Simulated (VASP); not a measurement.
A run of VASP 6.6.1:

INCAR

```
  ALGO = Normal
  EDIFF = 1E-7
  ENCUT = 520
  GGA = PE
  ISIF = 2
  ISMEAR = 0
  LASPH = True
  LCHARG = False
  LREAL = False
  LWAVE = False
  NBANDS = 18
  NELM = 100
  PREC = Accurate
  SIGMA = 0.05
```

Contents of KPOINTS:

```
k-points
0
Gamma
  8 8 8
```

POSCAR

```
HfO2
1.0
    0.3208932858      2.7275929297      2.7275929297
    2.7275929297      0.3208932858      2.7275929297
    2.7275929297      2.7275929297      0.3208932858
Hf O
1 2
Direct
    0.0000000000      0.0000000000      0.0000000000
    0.2500000000      0.2500000000      0.2500000000
    0.7500000000      0.7500000000      0.7500000000
```

Potentials or basis: VASP PAW PBE potentials, release 64 (Hf_pv, O).

Run with:

```sh
$ cat potpaw_PBE.64/Hf_pv/POTCAR potpaw_PBE.64/O/POTCAR > POTCAR
$ mpirun -np 1 vasp_std > vasp.out
```

Hardware: 1 thread of Intel(R) Xeon(R) 6975P-C (Granite Rapids), with other jobs on the host.

Q: How long does it take, and how much memory?

A: Wall time 24 s on 1 thread of Intel(R) Xeon(R) 6975P-C (Granite Rapids), with other jobs on the host, peak memory 0.19 GiB. Counts: scf iterations 15, k points 65.
